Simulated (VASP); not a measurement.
# Li2S (Fm-3m) in VASP: notebook

The runs below take Li2S through single point, with PBE, RPBE.

Program: VASP 6.6.1. These are calculated values, not measurements. Logs are shortened: lines on timing, memory, paths and dates and some standing lists are left out, and cuts for length are marked.

### Step 1. The cell of the first run

It takes space group Fm-3m (No. 225, cubic). The conventional cell has a = 5.670 Å, b = 5.670 Å, c = 5.670 Å, α = 90.00°, β = 90.00°, γ = 90.00°. Within 3.2 Å of Li (site symmetry -43m) lie 4 S at 2.46 Å and 6 Li at 2.84 Å. S (site symmetry m-3m) has 8 Li at 2.46 Å within 3.2 Å.

### Step 2. Single point, PBE

File INCAR:

```
  ALGO = Normal
  EDIFF = 1E-6
  ENCUT = 750
  GGA = PE
  GGA_COMPAT = False
  ISIF = 2
  ISMEAR = 0
  LASPH = True
  LCHARG = True
  LELF = True
  LREAL = False
  LVHAR = True
  LWAVE = False
  NBANDS = 13
  NELM = 120
  PREC = Accurate
  SIGMA = 0.01
```

File KPOINTS:

```
k-points
0
Gamma
  2 2 2
```

File POSCAR:

```
Li2S
1.0
    0.0000000000      2.8351678429      2.8351678429
    2.8351678429      0.0000000000      2.8351678429
    2.8351678429      2.8351678429      0.0000000000
Li S
2 1
Direct
    1.4100000000      1.4680000000      1.1300000000
    0.9100000000      0.9680000000      0.6300000000
    0.6600000000      0.7180000000      0.3800000000
```

Potentials or basis: VASP PAW PBE potentials, release 64 (Li_sv, S).

Started as:

```sh
$ cat potpaw_PBE.64/Li_sv/POTCAR potpaw_PBE.64/S/POTCAR > POTCAR
$ mpirun -np 1 vasp_std > vasp.out
```

OUTCAR:

```text
EDIFF = 1E-6
   ENCUT = 750
   GGA = PE
   ISIF = 2
   ISMEAR = 0
   LASPH = True
   LREAL = False
   NELM = 120
   PREC = Accurate

 ion  position               nearest neighbor table
   1  0.410  0.468  0.130-   3 2.46   3 2.46   3 2.46   3 2.46
   2  0.910  0.968  0.630-   3 2.46   3 2.46   3 2.46   3 2.46
   3  0.660  0.718  0.380-   1 2.46   1 2.46   2 2.46   2 2.46   1 2.46   1 2.46   2 2.46   2 2.46

  LATTYP: Found a face centered cubic cell.
 ALAT       =     5.6703356858

  Lattice vectors:

 A1 = (   0.0000000000,   2.8351678429,   2.8351678429)
 A2 = (   2.8351678429,   0.0000000000,   2.8351678429)
 A3 = (   2.8351678429,   2.8351678429,   0.0000000000)

Analysis of symmetry for initial positions (statically):
=====================================================================
 Subroutine PRICEL returns:
 Original cell was already a primitive cell.

 Routine SETGRP: Setting up the symmetry group for a
 face centered cubic supercell.

 Subroutine GETGRP returns: Found 48 space group operations
 (whereof  1 operations were pure point group operations)
 out of a pool of 48 trial point group operations.

The static configuration has the point symmetry C_1 .
 The point group associated with its full space group is O_h .

Analysis of symmetry for dynamics (positions and initial velocities):
=====================================================================
 Subroutine PRICEL returns:
 Original cell was already a primitive cell.

 Routine SETGRP: Setting up the symmetry group for a
 face centered cubic supercell.

 Subroutine GETGRP returns: Found 48 space group operations
 (whereof  1 operations were pure point group operations)
 out of a pool of 48 trial point group operations.

The dynamic configuration has the point symmetry C_1 .
 The point group associated with its full space group is O_h .

 Subroutine INISYM returns: Found 48 space group operations
 (whereof  1 operations are pure point group operations),
 and found     1 'primitive' translations

----------------------------------------------------------------------------------------

                                     Primitive cell

  volume of cell :      45.5792

  direct lattice vectors                    reciprocal lattice vectors
     0.000000000  2.835167843  2.835167843    -0.176356402  0.176356402  0.176356402
[... 76 lines left out ...]
   PSTRESS=    0.0 pullay stress
   NELECT =      12.0000    total number of electrons
   NUPDOWN=      -1.0000    fix difference up-down
   EMIN   =  10.00;   EMAX   =-10.00  energy-range for DOS
   EFERMI =   0.00;   METHOD = LEGACY
   ISMEAR =     0;   SIGMA  =   0.01  broadening in eV -4-tet -1-fermi 0-gaus
   EFERMI_NEDOS =   21; number of points for ismear=-14 and -15
   IALGO  =     38    algorithm
   IMIX   =      4    mixing-type and parameters
     AMIX     =   0.40;   BMIX     =  1.00
     AMIX_MAG =   1.60;   BMIX_MAG =  1.00
  volume/ion in A,a.u.               =      15.19       102.53
  Fermi-wavevector in a.u.,A,eV,Ry     =   1.049252  1.982799 14.979059  1.100930
  Thomas-Fermi vector in A             =   2.184207
   LORBIT       =      0    0 simple, 1 ext, 2 COOP (PROOUT), +10 PAW based schemes
   GGA     = PE    functional components
   LHFCALC =     F    Hartree Fock is set to
   AEXX    =    0.0000 exact exchange contribution
   IVDW    =     0    specifies the selected vdW correction
   LEPSILON=     F    determine dielectric tensor
   LRPA    =     F    only Hartree local field effects (RPA)
 non-spin polarized calculation
 Gauss-broadening in eV      SIGMA  =   0.01
  energy-cutoff  :      750.00
  volume of cell :       45.58
 maximum number of plane-waves:      2120
 NGX is ok and might be reduce to    36
   NGX = 17   NGY = 17   NGZ = 17

 number of electron      12.0000003 magnetization

 Free energy of the ion-electron system (eV)
  ---------------------------------------------------
  ext. energy  EPLUGINS =         0.00000000
  ---------------------------------------------------
  free energy    TOTEN  =       -11.41723508 eV

  energy without entropy =      -11.41723508  energy(sigma->0) =      -11.41723508

 E-fermi :   1.9072     XC(G=0):  -8.4652

 val. band max:        1.7930117819   @ k =   0.0000   0.0000   0.0000
 cond. band min:       5.0553465863   @ k =   0.5000   0.5000   0.0000
 fundamental gap:      3.2623348044
 Fermi energy:         1.9072127275

 k-point     1 :       0.0000    0.0000    0.0000
  band No.  band energies     occupation
      1     -42.6875      2.00000
      2     -42.6430      2.00000
      3      -9.2470      2.00000
      4       1.7930      2.00000
      5       1.7930      2.00000
      6       1.7930      2.00000
      7       6.0667      0.00000
      8       7.8693      0.00000
      9       7.8693      0.00000
     10       7.8693      0.00000
     11      12.8866      0.00000
     12      12.8866      0.00000
     13      14.1283      0.00000
[... 18 lines left out ...]
  band No.  band energies     occupation
      1     -42.6714      2.00000
      2     -42.6567      2.00000
      3      -8.6526      2.00000
      4      -0.4608      2.00000
      5       0.3011      2.00000
      6       0.3011      2.00000
      7       5.0553      0.00000
      8       8.7659      0.00000
      9      12.9108      0.00000
     10      12.9108      0.00000
     11      14.0132      0.00000
     12      14.2123      0.00000
     13      14.2123      0.00000

------------------------ aborting loop because EDIFF is reached ----------------------------------------

  FORCE on cell =-STRESS in cart. coord.  units (eV):
  Direction    XX          YY          ZZ          XY          YZ          ZX
  --------------------------------------------------------------------------------------
  -------------------------------------------------------------------------------------
  Total        1.0007930      1.0007930      1.0007930     -0.0000000     -0.0000000      0.0000000
  in kB       35.1794088     35.1794088     35.1794088     -0.0000000     -0.0000000      0.0000000
  external PRESSURE =      35.1794088 kB  Pullay stress =       0.0000000 kB

 VOLUME and BASIS-vectors are now :
 -----------------------------------------------------------------------------
  energy-cutoff  :      750.00
  volume of cell :       45.58
      direct lattice vectors                 reciprocal lattice vectors
     0.000000000  2.835167843  2.835167843    -0.176356402  0.176356402  0.176356402
     2.835167843  0.000000000  2.835167843     0.176356402 -0.176356402  0.176356402
     2.835167843  2.835167843  0.000000000     0.176356402  0.176356402 -0.176356402

 POSITION                                       TOTAL-FORCE (eV/Angst)
 -----------------------------------------------------------------------------------
      1.69543      1.53099      2.48928        -0.000000     -0.000000     -0.000000
      4.53060      4.36616      5.32445         0.000000      0.000000      0.000000
      3.11301      2.94857      3.90686        -0.000000     -0.000000      0.000000
 -----------------------------------------------------------------------------------
    total drift:                               -0.000004      0.000011     -0.000019

  FREE ENERGIE OF THE ION-ELECTRON SYSTEM (eV)
  ---------------------------------------------------
  free  energy   TOTEN  =       -11.4172350790 eV

  energy  without entropy=      -11.4172350790  energy(sigma->0) =      -11.41723508
```

OSZICAR:

```text
N       E                     dE             d eps       ncg     rms          rms(c)
DAV:   1     0.633229406937E+02    0.63323E+02   -0.68644E+03    78   0.117E+03
DAV:   2    -0.320657921401E+01   -0.66530E+02   -0.63719E+02    88   0.225E+02
DAV:   3    -0.116642337506E+02   -0.84577E+01   -0.84262E+01   146   0.548E+01
DAV:   4    -0.118534803420E+02   -0.18925E+00   -0.18912E+00   101   0.110E+01
DAV:   5    -0.118580799425E+02   -0.45996E-02   -0.45988E-02   127   0.125E+00    0.404E+00
DAV:   6    -0.114267448369E+02    0.43134E+00   -0.48404E-01    96   0.337E+00    0.323E+00
DAV:   7    -0.113989215731E+02    0.27823E-01   -0.22491E-01   122   0.220E+00    0.222E+00
DAV:   8    -0.114180705345E+02   -0.19149E-01   -0.24590E-02    99   0.109E+00    0.109E+00
DAV:   9    -0.114163159568E+02    0.17546E-02   -0.15588E-03    91   0.234E-01    0.433E-01
DAV:  10    -0.114171517812E+02   -0.83582E-03   -0.12614E-03    88   0.167E-01    0.932E-02
DAV:  11    -0.114172270754E+02   -0.75294E-04   -0.95646E-05    88   0.527E-02    0.397E-02
DAV:  12    -0.114172347965E+02   -0.77211E-05   -0.15199E-05    88   0.215E-02    0.179E-02
DAV:  13    -0.114172350790E+02   -0.28243E-06   -0.86458E-07   108   0.538E-03
   1 F= -.11417235E+02 E0= -.11417235E+02  d E =-.484448E-59
```

It took 5.9 s on 1 thread of Intel Xeon 6975P-C (Granite Rapids), shared host; peak memory 0.19 GiB.

What came out:

```yaml
Free_energy: -11.4172 eV
Pressure: 3.5 GPa
Band_gap_on_the_k_mesh: 3.26 eV (least direct gap 4.27 eV)
```

Caveat: the k points lie up to 0.96 Å⁻¹ apart. A k mesh can miss the band edges.

### Step 3. Single point, RPBE

File INCAR:

```
ALGO = Normal
EDIFF = 1E-6
ENCUT = 750
GGA = RP
GGA_COMPAT = False
ISIF = 2
ISMEAR = 0
ISYM = 0
LASPH = True
LCHARG = False
LREAL = False
LWAVE = False
NBANDS = 13
NELM = 120
PREC = Accurate
SIGMA = 0.1
```

File KPOINTS:

```
Automatic mesh
0
Gamma
  1 2 4
  0.5 0.5 0
```

File POSCAR:

```
Li2S
1.0
    0.0000000000      2.8351678429      2.8351678429
    2.8351678429      0.0000000000      2.8351678429
    2.8351678429      2.8351678429      0.0000000000
Li S
2 1
Direct
    0.7500000000      0.7500000000      0.7500000000
    0.2500000000      0.2500000000      0.2500000000
    0.0000000000      0.0000000000      0.0000000000
```

Potentials or basis: VASP PAW PBE potentials, release 64 (Li_sv, S).

Started as:

```sh
$ cat potpaw_PBE.64/Li_sv/POTCAR potpaw_PBE.64/S/POTCAR > POTCAR
$ mpirun -np 1 vasp_std > vasp.out
```

Run time: 5.8 s. Hardware: 1 thread of Intel Xeon 6975P-C (Granite Rapids), shared host; peak memory 0.19 GiB.

The run converged, but its numbers aren't listed here, since they failed a check.

Caveat: the k points lie up to 1.57 Å⁻¹ apart; the PAW data sets were made with another functional, which shifts forces and pressure a little; a shifted mesh leaves out Γ, where band edges can lie.

### Step 4. Single point, PBE

File INCAR:

```
SYSTEM = Li2S
PREC = Accurate ; ENCUT = 750
EDIFF = 1E-6 ; ISMEAR = -5
SIGMA = 0.1 ; LREAL = .FALSE.
LASPH = .TRUE. ; NELM = 120
ALGO = Normal ; ISIF = 2
LWAVE = .FALSE. ; LCHARG = .FALSE.
GGA = PE ; ISYM = 0
NBANDS = 13 ; GGA_COMPAT = .FALSE.
```

File KPOINTS:

```
regular mesh
0
G
  2 2 2
  0 0 0
```

POSCAR is that of step 3.

Started as:

```sh
$ cat potpaw_PBE.64/Li_sv/POTCAR potpaw_PBE.64/S/POTCAR > POTCAR
$ mpirun -np 1 vasp_std > vasp.out
```

Wall time 7 s (1 thread of Intel Xeon 6975P-C (Granite Rapids), shared host); peak memory 0.19 GiB.

The run converged. Its results:

| Property | Result |
| --- | --- |
| Free energy | -11.4172 eV |
| Pressure | 3.5 GPa |
| Band gap on the k mesh | 3.26 eV (least direct gap 4.27 eV) |

Levels at points of the mesh, in eV from the valence-band top:
```csv
k point,band 2,band 3,band 4,band 5,band 6,band 7,band 8,band 9,band 10,band 11
"(0.00, 0.00, 0.00)",-44.44,-11.04,0.00,0.00,0.00,4.27,6.08,6.08,6.08,11.09
"(0.50, 0.00, 0.00)",-44.46,-10.58,-2.99,-0.53,-0.53,6.05,6.43,6.43,8.47,12.76
"(0.00, 0.50, 0.00)",-44.46,-10.58,-2.99,-0.53,-0.53,6.05,6.43,6.43,8.47,12.76
"(0.00, 0.00, 0.50)",-44.46,-10.58,-2.99,-0.53,-0.53,6.05,6.43,6.43,8.47,12.76
"(0.50, 0.50, 0.50)",-44.46,-10.58,-2.99,-0.53,-0.53,6.05,6.43,6.43,8.47,12.76
"(0.50, 0.50, 0.00)",-44.45,-10.45,-2.25,-1.49,-1.49,3.26,6.97,11.12,11.12,12.22
"(0.00, 0.50, 0.50)",-44.45,-10.45,-2.25,-1.49,-1.49,3.26,6.97,11.12,11.12,12.22
"(0.50, 0.00, 0.50)",-44.45,-10.45,-2.25,-1.49,-1.49,3.26,6.97,11.12,11.12,12.22
```

Caveat: the k points lie up to 0.96 Å⁻¹ apart. A k mesh can miss the band edges.
